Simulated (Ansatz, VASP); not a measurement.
# Li6P2Rh in VASP and in Ansatz

INCAR

```
ALGO = Normal
EDIFF = 1E-7
ENCUT = 520
GGA = PE
ISIF = 2
ISMEAR = -1
LASPH = T
LCHARG = F
LREAL = F
LWAVE = F
NBANDS = 32
NELM = 100
PREC = Accurate
SIGMA = 0.1
```

File KPOINTS:

```
k-points
0
Gamma
  3 3 6
```

The input POSCAR:

```
Li6P2Rh
1.0
    3.2308870000      5.5960580000      0.0000000000
   -3.2308870000      5.5960580000      0.0000000000
    0.0000000000      0.0000000000      3.2132220000
Li Rh P
6 1 2
Direct
    0.2420000000      0.7580000000      0.0000000000
    0.7580000000      0.0000000000      0.0000000000
    0.0000000000      0.2420000000      0.0000000000
    0.6068000000      0.3932000000      0.5000000000
    0.3932000000      0.0000000000      0.5000000000
    0.0000000000      0.6068000000      0.5000000000
    0.0000000000      0.0000000000      0.5000000000
    0.3333000000      0.3334000000      0.0000000000
    0.6667000000      0.6666000000      0.0000000000
```

Input for Ansatz:

```yaml
crystal:
  lattice:
    - [3.230887, 5.596058, 0.0]
    - [-3.230887, 5.596058, 0.0]
    - [0.0, 0.0, 3.213222]
  atoms:
    - { symbol: Li, position: [0.242, 0.758, 0.0] }
    - { symbol: Li, position: [0.758, 0.0, 0.0] }
    - { symbol: Li, position: [0.0, 0.242, 0.0] }
    - { symbol: Li, position: [0.6068, 0.3932, 0.5] }
    - { symbol: Li, position: [0.3932, 0.0, 0.5] }
    - { symbol: Li, position: [0.0, 0.6068, 0.5] }
    - { symbol: Rh, position: [0.0, 0.0, 0.5] }
    - { symbol: P, position: [0.3333, 0.3334, 0.0] }
    - { symbol: P, position: [0.6667, 0.6666, 0.0] }
  symmetry: { tolerance: 0.0003 }
kpoints:
  mp_grid: { grid: [3, 3, 6], shift: [0, 0, 0] }
magnetization:
  spin_polarized: false
scf:
  occupations: { method: fermi_dirac }
hamiltonian:
  pseudopotentials: { kind: paw }
  xc: pbe
basis:
  ecutwfc: 420
output:
  forces: true
  stress: true
  eigenvalues: true
```

Alike in both runs: task single point; functional PBE; k mesh 3 × 3 × 6; no spin polarisation.

|  | VASP | Ansatz |
| --- | --- | --- |
| version | VASP 6.6.1 | Ansatz 0.2.0 |
| potentials or method | VASP PAW PBE potentials, release 64 (Li_sv, Rh_pv, P), cutoff 520 eV | PAW plane waves |
| occupations | fermi-dirac, width 0.1 eV | fermi-dirac |
| valence electrons in the cell | 43 | 45 |

|  | VASP | Ansatz | Ansatz less VASP |
| --- | --- | --- | --- |
| gap on the k mesh at the Fermi level (eV) | none | none | - |
| rms of the force components (eV/Å) | 0.550 | 0.542 | -0.0083 |

Atom by atom the forces differ by 0.008 eV/Å (rms over components). A gap of «none» marks a metal or a gap that the smearing closes. VASP's potentials hold 43 valence electrons a cell and Ansatz's 45, so a difference there can come from the potentials and not from the codes. Ansatz's warnings: structure snapped to symmetry.

The k mesh is coarse, so the values compare programs but aren't converged. Noted on VASP's run: the cutoff is short for stress, so the pressure is rough.
